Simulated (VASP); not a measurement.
# Hf2N (P4_2/mnm) in VASP: notebook

The runs below take Hf2N through single point, with r2SCAN.

Program: VASP 6.6.1. These are calculated values, not measurements. Logs are shortened: lines on timing, memory, paths and dates and some standing lists are left out, and cuts for length are marked.

## Step 1: The cell of the first run

Symmetry: P4_2/mnm, No. 136, tetragonal system. The conventional cell has a = 5.313 Å, b = 5.313 Å, c = 3.242 Å, α = 90.00°, β = 90.00°, γ = 90.00°. Within 2.9 Å of Hf (site symmetry m2m) lie 3 N at 2.22 to 2.23 Å. N (site symmetry mmm) has 6 Hf at 2.22 to 2.23 Å within 2.9 Å.

## Step 2: Single point, r2SCAN

POSCAR

```
Hf2N
1.0
    5.3131240200      0.0000000000      0.0000000000
    0.0000000000      5.3131240200      0.0000000000
    0.0000000000      0.0000000000      3.2420983900
Hf N
4 2
Direct
    0.2955363700      0.2955363700      0.0000000000
    0.7044636300      0.7044636300      0.0000000000
    0.7955363700      0.2044636300      0.5000000000
    0.2044636300      0.7955363700      0.5000000000
    0.0000000000      0.0000000000      0.0000000000
    0.5000000000      0.5000000000      0.5000000000
```

INCAR.step1

```
SYSTEM = Hf2N
PREC = Accurate ; ENCUT = 520
ISMEAR = 0 ; SIGMA = 0.1
LREAL = .False. ; LASPH = .True.
NELM = 100 ; NBANDS = 34
GGA = PE ; ALGO = Normal
EDIFF = 1E-4 ; LWAVE = .True.
LCHARG = .False.
```

INCAR.step2

```
SYSTEM = Hf2N
PREC = Accurate ; ENCUT = 520
EDIFF = 1E-6 ; ISMEAR = 0
SIGMA = 0.1 ; LREAL = .False.
LASPH = .True. ; NELM = 100
ALGO = Normal ; ISIF = 2
LWAVE = .False. ; LCHARG = .True.
METAGGA = R2SCAN ; LMIXTAU = .True.
LELF = .True. ; LVHAR = .True.
NBANDS = 34 ; ISTART = 1
```

KPOINTS

```
regular mesh
0
Gamma
  6 6 8
  0 0 0
```

Potentials or basis: VASP PAW PBE potentials, release 64 (Hf_pv, N).

Command:

```sh
$ cat potpaw_PBE.64/Hf_pv/POTCAR potpaw_PBE.64/N/POTCAR > POTCAR
$ cp INCAR.step1 INCAR
$ mpirun -np 1 vasp_std > vasp.out
$ cp INCAR.step2 INCAR
$ mpirun -np 1 vasp_std > vasp.out
```

OUTCAR:

```text
SYSTEM = Hf2N
   PREC = Accurate
   ENCUT = 520
   EDIFF = 1E-6
   ISMEAR = 0
   LREAL = .False.
   LASPH = .True.
   NELM = 100
   ISIF = 2
   METAGGA = R2SCAN
   ISTART = 1

 ion  position               nearest neighbor table
   1  0.296  0.296  0.000-   5 2.22   6 2.23   6 2.23   2 3.07   4 3.15   3 3.15   4 3.15   3 3.15
                             4 3.15   4 3.15   3 3.15   3 3.15   2 3.82   2 3.82
   2  0.704  0.704  0.000-   5 2.22   6 2.23   6 2.23   1 3.07   4 3.15   3 3.15   4 3.15   3 3.15
                             3 3.15   3 3.15   4 3.15   4 3.15   1 3.82   1 3.82
   3  0.796  0.204  0.500-   6 2.22   5 2.23   5 2.23   4 3.07   1 3.15   1 3.15   2 3.15   2 3.15
                             2 3.15   2 3.15   1 3.15   1 3.15   4 3.82   4 3.82
   4  0.204  0.796  0.500-   6 2.22   5 2.23   5 2.23   3 3.07   1 3.15   1 3.15   2 3.15   2 3.15
                             1 3.15   1 3.15   2 3.15   2 3.15   3 3.82   3 3.82
   5  0.000  0.000  0.000-   1 2.22   2 2.22   3 2.23   4 2.23   3 2.23   4 2.23
   6  0.500  0.500  0.500-   3 2.22   4 2.22   1 2.23   2 2.23   1 2.23   2 2.23

  LATTYP: Found a simple tetragonal cell.
 ALAT       =     5.3131240200
 C/A-ratio  =     0.6102056677

  Lattice vectors:

 A1 = (   5.3131240200,   0.0000000000,   0.0000000000)
 A2 = (   0.0000000000,   5.3131240200,   0.0000000000)
 A3 = (   0.0000000000,   0.0000000000,   3.2420983900)

Analysis of symmetry for initial positions (statically):
=====================================================================
 Subroutine PRICEL returns:
 Original cell was already a primitive cell.

 Routine SETGRP: Setting up the symmetry group for a
 simple tetragonal supercell.

 Subroutine GETGRP returns: Found 16 space group operations
 (whereof  8 operations were pure point group operations)
 out of a pool of 16 trial point group operations.

The static configuration has the point symmetry D_2h.
 The point group associated with its full space group is D_4h.

Analysis of symmetry for dynamics (positions and initial velocities):
=====================================================================
 Subroutine PRICEL returns:
 Original cell was already a primitive cell.

 Routine SETGRP: Setting up the symmetry group for a
 simple tetragonal supercell.

 Subroutine GETGRP returns: Found 16 space group operations
 (whereof  8 operations were pure point group operations)
 out of a pool of 16 trial point group operations.

The dynamic configuration has the point symmetry D_2h.
 The point group associated with its full space group is D_4h.

 Subroutine INISYM returns: Found 16 space group operations
[... 111 lines left out ...]
   ISIF   =      2    stress and relaxation
   ISYM   =      2    0-nonsym 1-usesym 2-fastsym
   POTIM  = 0.5000    time-step for ionic-motion
   TEBEG  =    0.0;   TEEND  =   0.0 temperature during run
   PSTRESS=    0.0 pullay stress
   NELECT =      50.0000    total number of electrons
   NUPDOWN=      -1.0000    fix difference up-down
   EMIN   =  10.00;   EMAX   =-10.00  energy-range for DOS
   EFERMI =   0.00;   METHOD = LEGACY
   ISMEAR =     0;   SIGMA  =   0.10  broadening in eV -4-tet -1-fermi 0-gaus
   EFERMI_NEDOS =   21; number of points for ismear=-14 and -15
   IALGO  =     38    algorithm
   IMIX   =      4    mixing-type and parameters
     AMIX     =   0.40;   BMIX     =  1.00
     AMIX_MAG =   1.60;   BMIX_MAG =  1.00
  volume/ion in A,a.u.               =      15.25       102.94
  Fermi-wavevector in a.u.,A,eV,Ry     =   1.338308  2.529036 24.368970  1.791069
  Thomas-Fermi vector in A             =   2.466789
   LORBIT       =      0    0 simple, 1 ext, 2 COOP (PROOUT), +10 PAW based schemes
   METAGGA = R2SCAN    functional components
   LHFCALC =     F    Hartree Fock is set to
   AEXX    =    0.0000 exact exchange contribution
   IVDW    =     0    specifies the selected vdW correction
   LEPSILON=     F    determine dielectric tensor
   LRPA    =     F    only Hartree local field effects (RPA)
 non-spin polarized calculation
 Gauss-broadening in eV      SIGMA  =   0.10
  energy-cutoff  :      520.00
  volume of cell :       91.52
 maximum number of plane-waves:      2496
 NGX is ok and might be reduce to    40
   NGX = 19   NGY = 19   NGZ = 13

 number of electron      50.0000008 magnetization

 Free energy of the ion-electron system (eV)
  ---------------------------------------------------
  ext. energy  EPLUGINS =         0.00000000
  ---------------------------------------------------
  free energy    TOTEN  =      -207.30839964 eV

  energy without entropy =     -207.29251424  energy(sigma->0) =     -207.30045694

 E-fermi :   5.9917     XC(G=0): -12.8516

 val. band max:        5.9766564427   @ k =   0.1667   0.1667   0.1250
 cond. band min:       6.0225639579   @ k =   0.3333   0.1667   0.2500
 fundamental gap:      0.0459075152
 Fermi energy:         5.9917145392

 k-point     1 :       0.0000    0.0000    0.0000
  band No.  band energies     occupation
      1     -26.4885      2.00000
      2     -26.0020      2.00000
      3     -25.9242      2.00000
      4     -25.9242      2.00000
      5     -25.6892      2.00000
      6     -25.5405      2.00000
[... 877 lines left out ...]
     33      11.2555      0.00000
     34      11.2555      0.00000

 [... further k-points ...]

------------------------ aborting loop because EDIFF is reached ----------------------------------------

  FORCE on cell =-STRESS in cart. coord.  units (eV):
  Direction    XX          YY          ZZ          XY          YZ          ZX
  --------------------------------------------------------------------------------------
  -------------------------------------------------------------------------------------
  Total       -0.1572742     -0.1572742      0.2390687      0.0000000      0.0000000      0.0000000
  in kB       -2.7532272     -2.7532272      4.1851134      0.0000000      0.0000000      0.0000000
  external PRESSURE =      -0.4404470 kB  Pullay stress =       0.0000000 kB

 VOLUME and BASIS-vectors are now :
 -----------------------------------------------------------------------------
  energy-cutoff  :      520.00
  volume of cell :       91.52
      direct lattice vectors                 reciprocal lattice vectors
     5.313124020  0.000000000  0.000000000     0.188213186  0.000000000  0.000000000
     0.000000000  5.313124020  0.000000000     0.000000000  0.188213186  0.000000000
     0.000000000  0.000000000  3.242098390     0.000000000  0.000000000  0.308442212

 POSITION                                       TOTAL-FORCE (eV/Angst)
 -----------------------------------------------------------------------------------
      1.57022      1.57022      0.00000        -0.009002     -0.009002      0.000000
      3.74290      3.74290      0.00000         0.009002      0.009002     -0.000000
      4.22678      1.08634      1.62105        -0.009002      0.009002     -0.000000
      1.08634      4.22678      1.62105         0.009002     -0.009002      0.000000
      0.00000      0.00000      0.00000         0.000000      0.000000     -0.000000
      2.65656      2.65656      1.62105         0.000000      0.000000     -0.000000
 -----------------------------------------------------------------------------------
    total drift:                                0.000000      0.000000      0.000000

  FREE ENERGIE OF THE ION-ELECTRON SYSTEM (eV)
  ---------------------------------------------------
  free  energy   TOTEN  =      -207.3083996356 eV

  energy  without entropy=     -207.2925142385  energy(sigma->0) =     -207.30045694
```

OSZICAR.step1:

```text
N       E                     dE             d eps       ncg     rms          rms(c)
DAV:   1     0.224033898739E+03    0.22403E+03   -0.27628E+04  3400   0.145E+03
DAV:   2    -0.562493408529E+02   -0.28028E+03   -0.26864E+03  4226   0.359E+02
DAV:   3    -0.707761559271E+02   -0.14527E+02   -0.14145E+02  4384   0.596E+01
DAV:   4    -0.710156584610E+02   -0.23950E+00   -0.23854E+00  4188   0.809E+00
DAV:   5    -0.710206902293E+02   -0.50318E-02   -0.50263E-02  4382   0.965E-01    0.102E+02
DAV:   6    -0.641959378843E+02    0.68248E+01   -0.37368E+01  4042   0.247E+01    0.718E+01
DAV:   7    -0.640114903742E+02    0.18445E+00   -0.54200E+00  4036   0.107E+01    0.216E+01
DAV:   8    -0.638344702608E+02    0.17702E+00   -0.77523E-01  4248   0.393E+00    0.301E+00
DAV:   9    -0.638280550581E+02    0.64152E-02   -0.16825E-01  4046   0.178E+00    0.330E+00
DAV:  10    -0.638235457548E+02    0.45093E-02   -0.42053E-02  4118   0.882E-01    0.128E+00
DAV:  11    -0.638232713558E+02    0.27440E-03   -0.70734E-03  4148   0.375E-01    0.675E-01
DAV:  12    -0.638230886939E+02    0.18266E-03   -0.49145E-04  3492   0.101E-01    0.354E-01
DAV:  13    -0.638230784511E+02    0.10243E-04   -0.16643E-04  2756   0.510E-02
   1 F= -.63823078E+02 E0= -.63814386E+02  d E =-.173852E-01
```

Run time: 3.1 min. Hardware: 1 thread of Intel Xeon 6975P-C (Granite Rapids), shared host; peak memory 0.27 GiB.

What came out:

- Free energy: -207.3084 eV
- Pressure: 0.0 GPa
- Largest force: 0.013 eV/Å
- Band gap on the k mesh: zero (bands 25 and 26 overlap by 2.77 eV)

Forces in eV/Å, atoms in the order of the input:
```
Hf  -0.009 -0.009  0.000
Hf   0.009  0.009  0.000
Hf  -0.009  0.009  0.000
Hf   0.009 -0.009  0.000
N    0.000  0.000  0.000
N    0.000  0.000  0.000
```

Caveat: the PAW data sets were made with another functional, which shifts forces and pressure a little; spin-orbit coupling is left out, which moves the levels of the heavy elements.

## Step 3: Single point, r2SCAN

POSCAR is that of step 2.

INCAR.step1

```
ALGO = Normal
EDIFF = 1E-4
ENCUT = 520
GGA = PE
ISMEAR = 1
LASPH = True
LCHARG = False
LREAL = False
LWAVE = True
NBANDS = 34
NELM = 60
PREC = Accurate
SIGMA = 0.01
```

INCAR.step2

```
ALGO = Normal
EDIFF = 1E-7
ENCUT = 520
ISIF = 2
ISMEAR = 1
ISTART = 1
LASPH = True
LCHARG = False
LMIXTAU = True
LREAL = False
LWAVE = False
METAGGA = R2SCAN
NBANDS = 34
NELM = 60
PREC = Accurate
SIGMA = 0.01
```

KPOINTS

```
k-points
0
Gamma
  8 8 12
```

Potentials or basis: VASP PAW PBE potentials, release 64 (Hf_pv, N).

Command:

```sh
$ cat potpaw_PBE.64/Hf_pv/POTCAR potpaw_PBE.64/N/POTCAR > POTCAR
$ cp INCAR.step1 INCAR
$ mpirun -np 1 vasp_std > vasp.out
$ cp INCAR.step2 INCAR
$ mpirun -np 1 vasp_std > vasp.out
```

Run time: 19 min. Hardware: 1 thread of Oxide Virtual Turin-like, shared host; peak memory 0.35 GiB.

It converged, with:

```
Free energy            : -207.3272 eV
Pressure               : -0.1 GPa
Largest force          : 0.003 eV/Å
Band gap on the k mesh : zero (bands 25 and 26 overlap by 2.77 eV)
```

Forces in eV/Å, atoms in the order of the input:
```
Hf  -0.002 -0.002  0.000
Hf   0.002  0.002  0.000
Hf  -0.002  0.002  0.000
Hf   0.002 -0.002  0.000
N    0.000  0.000  0.000
N    0.000  0.000  0.000
```

Levels at points of the mesh, in eV from the Fermi level:
```tsv
k point	band 22	band 23	band 24	band 25	band 26	band 27	band 28	band 29
(0.00, 0.00, 0.00)	-2.26	-0.46	1.00	1.12	1.12	1.18	1.78	1.98
(0.50, 0.00, 0.00)	-2.73	-1.14	-1.14	1.41	1.41	2.02	2.02	2.14
(0.50, 0.50, 0.00)	-2.02	-1.48	-1.48	1.03	1.03	1.63	1.63	2.03
(0.00, 0.00, 0.50)	-1.68	-1.37	-1.37	-1.36	-1.36	2.29	2.29	3.91
(0.50, 0.00, 0.50)	-2.01	-1.34	-1.34	-1.11	-1.11	1.83	1.83	4.04
(0.50, 0.50, 0.50)	-1.88	-0.79	-0.79	-0.77	-0.77	1.28	1.28	2.93
```

Caveat: the PAW data sets were made with another functional, which shifts forces and pressure a little; spin-orbit coupling is left out, which moves the levels of the heavy elements.

The gap in the log of VASP goes by the Fermi energy; the results here count the filled bands.